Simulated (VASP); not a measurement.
## PbS: single point with PBE

The system is PbS.

```xyz
2
Lattice="3.6537 0.0000 0.0000 0.0000 3.6537 0.0000 0.0000 0.0000 3.6537" Properties=species:S:1:pos:R:3 pbc="T T T"
Pb    0.0000    0.0000    0.0000
S     1.8268    1.8268    1.8268
```

```
Program             : VASP 6.6.1
Task                : single point
Functional          : PBE
Potentials or basis : VASP PAW PBE potentials, release 64 (Pb_d, S)
Cutoff              : 520 eV
k mesh              : 4 × 4 × 4
Occupations         : fermi-dirac, width 0.03 eV
Spin                : no spin polarisation
```

```
Pressure               : -0.7 GPa
Band gap on the k mesh : zero (band 10 reaches 6.00 eV, above the bottom of band 11 at 5.64 eV)
```

Levels at points of the mesh, in eV from the Fermi level:
| k point | band 7 | band 8 | band 9 | band 10 | band 11 | band 12 | band 13 | band 14 |
| --- | --- | --- | --- | --- | --- | --- | --- | --- |
| (0.00, 0.00, 0.00) | -6.55 | -1.39 | -1.39 | -1.39 | 5.68 | 5.68 | 6.70 | 6.70 |
| (0.50, 0.00, 0.00) | -8.83 | -0.28 | -0.28 | 0.07 | 0.51 | 4.11 | 4.11 | 6.91 |
| (0.50, 0.50, 0.00) | -7.09 | -4.24 | -4.24 | -0.08 | 4.38 | 4.38 | 6.09 | 7.40 |
| (0.50, 0.50, 0.50) | -5.80 | -2.18 | -2.18 | -2.18 | -0.29 | -0.29 | -0.29 | 13.90 |

Run time: 10 s on 1 thread of Intel Xeon 8259CL (shared host), peak memory 0.13 GiB.

Caveat: the k points lie up to 0.43 Å⁻¹ apart; spin-orbit coupling is left out, which moves the levels of the heavy elements.
